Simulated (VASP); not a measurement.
# AlN (Fm-3m) in VASP: a series of runs, part 2 of 2

VASP 6.6.1.

## Step 3: Single point, HSE06

This run uses another cell than the first one, of 8.76 Å³/atom.

POSCAR

```
AlN
1.0
    0.0000000000      2.0612910439      2.0612910439
    2.0612910439      0.0000000000      2.0612910439
    2.0612910439      2.0612910439      0.0000000000
Al N
1 1
Direct
    0.5000000000      0.5000000000      0.5000000000
    0.0000000000      0.0000000000      0.0000000000
```

INCAR.step1

```
SYSTEM = AlN
ALGO     = Normal         ! electronic algorithm
EDIFF    = 1E-5           ! SCF threshold, eV
ENCUT    = 520            ! plane-wave cutoff, eV
GGA      = PE             ! functional
ISIF     = 2              ! what is computed and relaxed
ISMEAR   = -1             ! smearing method
LASPH    = .True.         ! aspherical terms in the spheres
LREAL    = .False.        ! projectors in reciprocal space
LWAVE    = .True.         ! write WAVECAR
NBANDS   = 11             ! bands
NELM     = 100            ! most SCF steps
PREC     = Accurate       ! precision mode
SIGMA    = 0.05           ! smearing width, eV
```

INCAR.step2

```
SYSTEM = AlN
ALGO     = Normal         ! electronic algorithm
EDIFF    = 1E-6           ! SCF threshold, eV
ENCUT    = 520            ! plane-wave cutoff, eV
GGA      = PE             ! functional
HFSCREEN = 0.2079         ! screening, 1/A
ISIF     = 2              ! what is computed and relaxed
ISMEAR   = -1             ! smearing method
ISTART   = 1            
LASPH    = .True.         ! aspherical terms in the spheres
LCHARG   = .True.         ! write CHGCAR
LELF     = .True.         ! ELF
LHFCALC  = .True.         ! exact exchange
LREAL    = .False.        ! projectors in reciprocal space
LVHAR    = .True.       
LWAVE    = .False.        ! write WAVECAR
NBANDS   = 11             ! bands
NELM     = 100            ! most SCF steps
PREC     = Accurate       ! precision mode
PRECFOCK = Normal       
SIGMA    = 0.05           ! smearing width, eV
```

KPOINTS

```
k-points
0
Gamma
  6 6 6
  0 0 0
```

Potentials or basis: VASP PAW PBE potentials, release 64 (Al, N).

On the command line:

```sh
$ cat potpaw_PBE.64/Al/POTCAR potpaw_PBE.64/N/POTCAR > POTCAR
$ cp INCAR.step1 INCAR
$ mpirun -np 1 vasp_std > vasp.out
$ cp INCAR.step2 INCAR
$ mpirun -np 1 vasp_std > vasp.out
```

OUTCAR:

```text
SYSTEM = AlN
   EDIFF = 1E-6
   ENCUT = 520
   GGA = PE
   HFSCREEN = 0.2079
   ISIF = 2
   ISMEAR = -1
   ISTART = 1
   LASPH = .True.
   LHFCALC = .True.
   LREAL = .False.
   NELM = 100
   PREC = Accurate
   PRECFOCK = Normal

 ion  position               nearest neighbor table
   1  0.500  0.500  0.500-   2 2.06   2 2.06   2 2.06   2 2.06   2 2.06   2 2.06
   2  0.000  0.000  0.000-   1 2.06   1 2.06   1 2.06   1 2.06   1 2.06   1 2.06

  LATTYP: Found a face centered cubic cell.
 ALAT       =     4.1225820878

  Lattice vectors:

 A1 = (   0.0000000000,   2.0612910439,   2.0612910439)
 A2 = (   2.0612910439,   0.0000000000,   2.0612910439)
 A3 = (   2.0612910439,   2.0612910439,   0.0000000000)

Analysis of symmetry for initial positions (statically):
=====================================================================
 Subroutine PRICEL returns:
 Original cell was already a primitive cell.

 Routine SETGRP: Setting up the symmetry group for a
 face centered cubic supercell.

 Subroutine GETGRP returns: Found 48 space group operations
 (whereof 48 operations were pure point group operations)
 out of a pool of 48 trial point group operations.

The static configuration has the point symmetry O_h .

Analysis of symmetry for dynamics (positions and initial velocities):
=====================================================================
 Subroutine PRICEL returns:
 Original cell was already a primitive cell.

 Routine SETGRP: Setting up the symmetry group for a
 face centered cubic supercell.

 Subroutine GETGRP returns: Found 48 space group operations
 (whereof 48 operations were pure point group operations)
 out of a pool of 48 trial point group operations.

The dynamic configuration has the point symmetry O_h .

 Subroutine INISYM returns: Found 48 space group operations
 (whereof 48 operations are pure point group operations),
 and found     1 'primitive' translations

----------------------------------------------------------------------------------------
[... 119 lines left out ...]
   ENCUTFOCK=  -1.0 apply spherical cutoff to Coloumb kernel
   IVDW    =     0    specifies the selected vdW correction
   LEPSILON=     F    determine dielectric tensor
   LRPA    =     F    only Hartree local field effects (RPA)
 non-spin polarized calculation
  energy-cutoff  :      520.00
  volume of cell :       17.52
 maximum number of plane-waves:       489
 NGX is ok and might be reduce to    24
  NGX = 18; NGY = 18; NGZ = 18

 number of electron       8.0000001 magnetization

 Free energy of the ion-electron system (eV)
  ---------------------------------------------------
  ext. energy  EPLUGINS =         0.00000000
  ---------------------------------------------------
  free energy    TOTEN  =       -17.06830262 eV

  energy without entropy =      -17.06830262  energy(sigma->0) =      -17.06830262

 E-fermi :   9.4534     XC(G=0):  -9.8480

 val. band max:        8.3923853608   @ k =   0.0000   0.0000   0.0000
 cond. band min:      13.7608855647   @ k =   0.5000   0.5000   0.0000
 fundamental gap:      5.3685002039
 Fermi energy:         9.4534187558

 k-point     1 :       0.0000    0.0000    0.0000
  band No.  band energies     occupation
      1     -10.2917      2.00000
      2       8.3924      2.00000
      3       8.3924      2.00000
      4       8.3924      2.00000
      5      14.6960      0.00000
      6      21.9651      0.00000
      7      21.9651      0.00000
      8      21.9651      0.00000
      9      26.9862      0.00000
     10      27.6230      0.00000
     11      27.6230      0.00000
[... 197 lines left out ...]
 k-point    16 :      -0.3333    0.5000    0.1667
  band No.  band energies     occupation
      1      -5.9821      2.00000
      2       1.5868      2.00000
      3       3.7601      2.00000
      4       4.6127      2.00000
      5      16.2126      0.00000
      6      18.0612      0.00000
      7      22.4422      0.00000
      8      23.1572      0.00000
      9      27.7045      0.00000
     10      31.3309      0.00000
     11      34.5913      0.00000

------------------------ aborting loop because EDIFF is reached ----------------------------------------

  FORCE on cell =-STRESS in cart. coord.  units (eV):
  Direction    XX          YY          ZZ          XY          YZ          ZX
  --------------------------------------------------------------------------------------
  -------------------------------------------------------------------------------------
  Total       -1.8175343     -1.8175343     -1.8175343     -0.0000000     -0.0000000     -0.0000000
  in kB     -166.2437221   -166.2437221   -166.2437221     -0.0000000     -0.0000000     -0.0000000
  external PRESSURE =    -166.2437221 kB  Pullay stress =       0.0000000 kB

 VOLUME and BASIS-vectors are now :
 -----------------------------------------------------------------------------
  energy-cutoff  :      520.00
  volume of cell :       17.52
      direct lattice vectors                 reciprocal lattice vectors
     0.000000000  2.061291044  2.061291044    -0.242566425  0.242566425  0.242566425
     2.061291044  0.000000000  2.061291044     0.242566425 -0.242566425  0.242566425
     2.061291044  2.061291044  0.000000000     0.242566425  0.242566425 -0.242566425

 POSITION                                       TOTAL-FORCE (eV/Angst)
 -----------------------------------------------------------------------------------
      2.06129      2.06129      2.06129         0.000000     -0.000000     -0.000000
      0.00000      0.00000      0.00000        -0.000000      0.000000      0.000000
 -----------------------------------------------------------------------------------
    total drift:                                0.000000      0.000000      0.000000

  FREE ENERGIE OF THE ION-ELECTRON SYSTEM (eV)
  ---------------------------------------------------
  free  energy   TOTEN  =       -17.0683026220 eV

  energy  without entropy=      -17.0683026219  energy(sigma->0) =      -17.06830262
```

OSZICAR.step1:

```text
N       E                     dE             d eps       ncg     rms          rms(c)
DAV:   1     0.894110948321E+01    0.89411E+01   -0.41487E+03   352   0.679E+02
DAV:   2    -0.154201748094E+02   -0.24361E+02   -0.23440E+02   438   0.126E+02
DAV:   3    -0.162209532202E+02   -0.80078E+00   -0.79775E+00   429   0.201E+01
DAV:   4    -0.162237751923E+02   -0.28220E-02   -0.28217E-02   385   0.130E+00
DAV:   5    -0.162237974131E+02   -0.22221E-04   -0.22221E-04   412   0.115E-01    0.739E+00
DAV:   6    -0.145375313005E+02    0.16863E+01   -0.78087E+00   391   0.144E+01    0.258E+00
DAV:   7    -0.145278149309E+02    0.97164E-02   -0.15985E-01   367   0.300E+00    0.172E+00
DAV:   8    -0.145216356566E+02    0.61793E-02   -0.18180E-02   373   0.116E+00    0.335E-01
DAV:   9    -0.145211788203E+02    0.45684E-03   -0.19933E-03   406   0.257E-01    0.147E-01
DAV:  10    -0.145212458660E+02   -0.67046E-04   -0.16594E-04   385   0.944E-02    0.401E-02
DAV:  11    -0.145212395531E+02    0.63129E-05   -0.20052E-05   225   0.251E-02
   1 F= -.14521240E+02 E0= -.14521240E+02  d E =-.814749E-10
```

Wall time 5.1 min (1 thread of AMD EPYC 7R13, shared host); peak memory 0.21 GiB.

Results:

- Free energy: -17.0683 eV
- Pressure: -16.6 GPa
- Band gap on the k mesh: 5.37 eV (least direct gap 6.30 eV)

Caveat: the k points lie up to 0.44 Å⁻¹ apart; the PAW data sets were made with another functional, which shifts forces and pressure a little.
